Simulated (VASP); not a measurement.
# CdGe3 (Pm-3m) in VASP: further runs, part 2 of 2

VASP 6.6.1.

## Step 3: Single point, PBE

This run uses another cell than the first one, of 20.53 Å³/atom.

File INCAR:

```
PREC = Accurate ; ENCUT = 500
EDIFF = 1E-6 ; ISMEAR = -1
SIGMA = 0.05 ; LREAL = False
LASPH = True ; NELM = 120
ALGO = Normal ; ISIF = 2
LWAVE = False ; LCHARG = False
GGA = PE ; NBANDS = 35
GGA_COMPAT = False
```

File KPOINTS:

```
regular mesh
0
Gamma
  4 4 4
```

File POSCAR:

```
CdGe3
1.0
    4.3462792952      0.0000000000      0.0000000000
    0.0000000000      4.3462792952      0.0000000000
    0.0000000000      0.0000000000      4.3462792952
Cd Ge
1 3
Direct
    0.0000000000      0.0000000000      0.0000000000
    0.0000000000      0.5000000000      0.5000000000
    0.5000000000      0.0000000000      0.5000000000
    0.5000000000      0.5000000000      0.0000000000
```

Potentials or basis: VASP PAW PBE potentials, release 64 (Cd, Ge_d).

The run is started by

```sh
> cat potpaw_PBE.64/Cd/POTCAR potpaw_PBE.64/Ge_d/POTCAR > POTCAR
> mpirun -np 1 vasp_std > vasp.out
```

OUTCAR:

```text
PREC = Accurate
   ENCUT = 500
   EDIFF = 1E-6
   ISMEAR = -1
   LREAL = False
   LASPH = True
   NELM = 120
   ISIF = 2
   GGA = PE

 ion  position               nearest neighbor table
   1  0.000  0.000  0.000-   2 3.07   3 3.07   4 3.07   2 3.07   3 3.07   2 3.07   4 3.07   2 3.07
                             3 3.07   4 3.07   3 3.07   4 3.07
   2  0.000  0.500  0.500-   1 3.07   1 3.07   1 3.07   1 3.07
   3  0.500  0.000  0.500-   1 3.07   1 3.07   1 3.07   1 3.07
   4  0.500  0.500  0.000-   1 3.07   1 3.07   1 3.07   1 3.07

  LATTYP: Found a simple cubic cell.
 ALAT       =     4.3462792952

  Lattice vectors:

 A1 = (   4.3462792952,   0.0000000000,   0.0000000000)
 A2 = (   0.0000000000,   4.3462792952,   0.0000000000)
 A3 = (   0.0000000000,   0.0000000000,   4.3462792952)

Analysis of symmetry for initial positions (statically):
=====================================================================
 Subroutine PRICEL returns:
 Original cell was already a primitive cell.

 Routine SETGRP: Setting up the symmetry group for a
 simple cubic supercell.

[... 152 lines left out ...]

  energy without entropy =      -13.17848233  energy(sigma->0) =      -13.19512416

 E-fermi :   5.0424     XC(G=0): -10.9846

 val. band max:        5.0104109544   @ k =   0.5000   0.2500   0.0000
 cond. band min:       5.3306296982   @ k =   0.5000   0.5000   0.0000
 fundamental gap:      0.3202187438
 Fermi energy:         5.0423960658

 k-point     1 :       0.0000    0.0000    0.0000
  band No.  band energies     occupation
      1     -19.5185      2.00000
      2     -19.5185      2.00000
      3     -19.5185      2.00000
      4     -19.5055      2.00000
      5     -19.4882      2.00000
      6     -19.4882      2.00000
[... 369 lines left out ...]
     34      16.1434      0.00000
     35      16.1434      0.00000

------------------------ aborting loop because EDIFF is reached ----------------------------------------

  FORCE on cell =-STRESS in cart. coord.  units (eV):
  Direction    XX          YY          ZZ          XY          YZ          ZX
  --------------------------------------------------------------------------------------
  -------------------------------------------------------------------------------------
  Total        0.0702586      0.0702586      0.0702586     -0.0000000     -0.0000000      0.0000000
  in kB        1.3710618      1.3710618      1.3710618     -0.0000000     -0.0000000      0.0000000
  external PRESSURE =       1.3710618 kB  Pullay stress =       0.0000000 kB

 VOLUME and BASIS-vectors are now :
 -----------------------------------------------------------------------------
  energy-cutoff  :      500.00
  volume of cell :       82.10
      direct lattice vectors                 reciprocal lattice vectors
     4.346279295  0.000000000  0.000000000     0.230081854  0.000000000  0.000000000
     0.000000000  4.346279295  0.000000000     0.000000000  0.230081854  0.000000000
     0.000000000  0.000000000  4.346279295     0.000000000  0.000000000  0.230081854

 POSITION                                       TOTAL-FORCE (eV/Angst)
 -----------------------------------------------------------------------------------
      0.00000      0.00000      0.00000         0.000000      0.000000      0.000000
      0.00000      2.17314      2.17314         0.000000      0.000000      0.000000
      2.17314      0.00000      2.17314         0.000000      0.000000      0.000000
      2.17314      2.17314      0.00000         0.000000      0.000000      0.000000
 -----------------------------------------------------------------------------------
    total drift:                                0.000000     -0.000000     -0.000000

  FREE ENERGIE OF THE ION-ELECTRON SYSTEM (eV)
  ---------------------------------------------------
  free  energy   TOTEN  =       -13.2117659801 eV

  energy  without entropy=      -13.1784823322  energy(sigma->0) =      -13.19512416
```

OSZICAR:

```text
N       E                     dE             d eps       ncg     rms          rms(c)
DAV:   1     0.486894886732E+03    0.48689E+03   -0.26121E+04   814   0.397E+03
DAV:   2     0.657548719329E+02   -0.42114E+03   -0.41038E+03   700   0.816E+02
DAV:   3    -0.976833223237E+01   -0.75523E+02   -0.74446E+02   752   0.199E+02
DAV:   4    -0.134059177530E+02   -0.36376E+01   -0.36096E+01   824   0.484E+01
DAV:   5    -0.134725065136E+02   -0.66589E-01   -0.66575E-01   755   0.761E+00    0.400E+00
DAV:   6    -0.132297714698E+02    0.24274E+00   -0.59756E-01   751   0.684E+00    0.394E+00
DAV:   7    -0.132164732292E+02    0.13298E-01   -0.12160E-01   750   0.203E+00    0.210E+00
DAV:   8    -0.132123269722E+02    0.41463E-02   -0.17809E-02   807   0.116E+00    0.190E-01
DAV:   9    -0.132118655243E+02    0.46145E-03   -0.44401E-03   740   0.589E-01    0.541E-02
DAV:  10    -0.132117758204E+02    0.89704E-04   -0.56976E-04   742   0.220E-01    0.328E-02
DAV:  11    -0.132117700025E+02    0.58179E-05   -0.36756E-05   772   0.366E-02    0.224E-02
DAV:  12    -0.132117651876E+02    0.48149E-05   -0.23847E-05   682   0.396E-02    0.817E-03
DAV:  13    -0.132117659801E+02   -0.79254E-06   -0.61080E-06   609   0.116E-02
   1 F= -.13211766E+02 E0= -.13195124E+02  d E =-.332836E-01
```

stdout:

```text
POSCAR found type information on POSCAR CdGe
 POSCAR found :  2 types and       4 ions
 scaLAPACK will be used
 LDA part: xc-table for (Slater+PW92), standard interpolation
 POSCAR, INCAR and KPOINTS ok, starting setup
 FFT: planning ... GRIDC
 FFT: planning ... GRID_SOFT
 FFT: planning ... GRID
 WAVECAR not read
 entering main loop
```

Run time: 39 s. Hardware: 1 thread of Intel Xeon 8259CL, shared host; peak memory 0.18 GiB.

What came out:

* Free energy: -13.2118 eV
* Pressure: 0.1 GPa
* Band gap on the k mesh: zero (bands 27 and 28 overlap by 3.75 eV)

Levels at points of the mesh, in eV from the Fermi level:
```
           k point  band 24  band 25  band 26  band 27  band 28  band 29  band 30  band 31
(0.00, 0.00, 0.00)    -3.20    -3.20    -3.20    -0.72     2.58     2.58     2.58     4.51
(0.50, 0.00, 0.00)    -1.43    -1.29    -1.29    -0.60    -0.60     0.77     0.78     4.81
(0.50, 0.50, 0.00)    -5.40    -0.56     0.29     0.29     0.29     0.89     0.89     3.20
(0.50, 0.50, 0.50)    -4.87    -4.20    -4.20    -4.20    -2.37     6.42     6.42     6.42
```

Caveat: the k points lie up to 0.36 Å⁻¹ apart, too coarse for converged energies and pressures of a metal.

## Step 4: Single point, PBE

This run uses another cell than the first one, of 20.53 Å³/atom.

File INCAR:

```
SYSTEM = CdGe3
PREC = Accurate ; ENCUT = 500
EDIFF = 1E-6 ; ISMEAR = -1
SIGMA = 0.05 ; LREAL = .False.
LASPH = .True. ; NELM = 120
ALGO = Normal ; ISIF = 2
LWAVE = .False. ; LCHARG = .False.
GGA = PE ; NBANDS = 35
GGA_COMPAT = .False.
```

File KPOINTS:

```
regular mesh
0
Gamma
  4 4 4
  0 0 0
```

POSCAR is that of step 3.

The run is started by

```sh
> cat potpaw_PBE.64/Cd/POTCAR potpaw_PBE.64/Ge_d/POTCAR > POTCAR
> mpirun -np 1 vasp_std > vasp.out
```

Run time: 41 s. Hardware: 1 thread of Intel Xeon 8259CL, shared host; peak memory 0.18 GiB.

Results (log left out):

* Free energy: -13.2118 eV
* Pressure: 0.1 GPa
* Band gap on the k mesh: zero (bands 27 and 28 overlap by 3.75 eV)

Levels at points of the mesh, in eV from the Fermi level:
| k point | band 24 | band 25 | band 26 | band 27 | band 28 | band 29 | band 30 | band 31 |
| --- | --- | --- | --- | --- | --- | --- | --- | --- |
| (0.00, 0.00, 0.00) | -3.20 | -3.20 | -3.20 | -0.72 | 2.58 | 2.58 | 2.58 | 4.51 |
| (0.50, 0.00, 0.00) | -1.43 | -1.29 | -1.29 | -0.60 | -0.60 | 0.77 | 0.78 | 4.81 |
| (0.50, 0.50, 0.00) | -5.40 | -0.56 | 0.29 | 0.29 | 0.29 | 0.89 | 0.89 | 3.20 |
| (0.50, 0.50, 0.50) | -4.87 | -4.20 | -4.20 | -4.20 | -2.37 | 6.42 | 6.42 | 6.42 |

Caveat: the k points lie up to 0.36 Å⁻¹ apart, too coarse for converged energies and pressures of a metal.

## Step 5: Single point, PBE

This run uses another cell than the first one, of 20.83 Å³/atom.

File INCAR:

```
SYSTEM = CdGe3
ALGO = Normal ; EDIFF = 1E-6
ENCUT = 500 ; GGA = PE
GGA_COMPAT = .False. ; ISIF = 2
ISMEAR = -1 ; LASPH = .True.
LCHARG = .True. ; LELF = .True.
LREAL = .False. ; LVHAR = .True.
LWAVE = .False. ; NBANDS = 35
NELM = 120 ; PREC = Accurate
SIGMA = 0.05
```

File KPOINTS:

```
k-points
0
Gamma
  4 4 4
  0 0 0
```

File POSCAR:

```
CdGe3
1.0
    4.3679029312      0.0000000000      0.0000000000
    0.0000000000      4.3679029312      0.0000000000
    0.0000000000      0.0000000000      4.3679029312
Cd Ge
1 3
Direct
    0.0000000000      0.0000000000      0.0000000000
    0.0000000000      0.5000000000      0.5000000000
    0.5000000000      0.0000000000      0.5000000000
    0.5000000000      0.5000000000      0.0000000000
```

The run is started by

```sh
> cat potpaw_PBE.64/Cd/POTCAR potpaw_PBE.64/Ge_d/POTCAR > POTCAR
> mpirun -np 1 vasp_std > vasp.out
```

Wall time 44 s (1 thread of Intel Xeon 8259CL, shared host); peak memory 0.18 GiB.

Results (log left out):

```yaml
Free_energy: -13.2103 eV
Pressure: -0.6 GPa
Band_gap_on_the_k_mesh: zero (bands 27 and 28 overlap by 3.72 eV)
```

Levels at points of the mesh, in eV from the Fermi level:
| k point | band 24 | band 25 | band 26 | band 27 | band 28 | band 29 | band 30 | band 31 |
| --- | --- | --- | --- | --- | --- | --- | --- | --- |
| (0.00, 0.00, 0.00) | -3.14 | -3.14 | -3.14 | -0.72 | 2.56 | 2.56 | 2.56 | 4.46 |
| (0.50, 0.00, 0.00) | -1.47 | -1.26 | -1.26 | -0.57 | -0.57 | 0.78 | 0.79 | 4.75 |
| (0.50, 0.50, 0.00) | -5.32 | -0.57 | 0.28 | 0.28 | 0.31 | 0.89 | 0.89 | 3.14 |
| (0.50, 0.50, 0.50) | -4.78 | -4.12 | -4.12 | -4.12 | -2.34 | 6.33 | 6.33 | 6.33 |

## Step 6: Overview

```tsv
cell	gap on the mesh (eV)	pressure (GPa)
a = 4.324 Å, 4 atoms	none	1.0
a = 4.346 Å, 4 atoms	none	0.1
a = 4.368 Å, 4 atoms	none	-0.6
```

Alike in all rows: task single point; level PBE; potentials or basis VASP PAW PBE potentials, release 64 (Cd, Ge_d); no spin polarisation; k mesh 4 × 4 × 4; cutoff (eV) 500; smearing fermi-dirac 0.05 eV.

Caveats: some runs use coarse meshes.

Total energies depend on the potentials used, so only differences within one code and one set of settings carry meaning.

The gap in the log of VASP goes by the Fermi energy; the results here count the filled bands.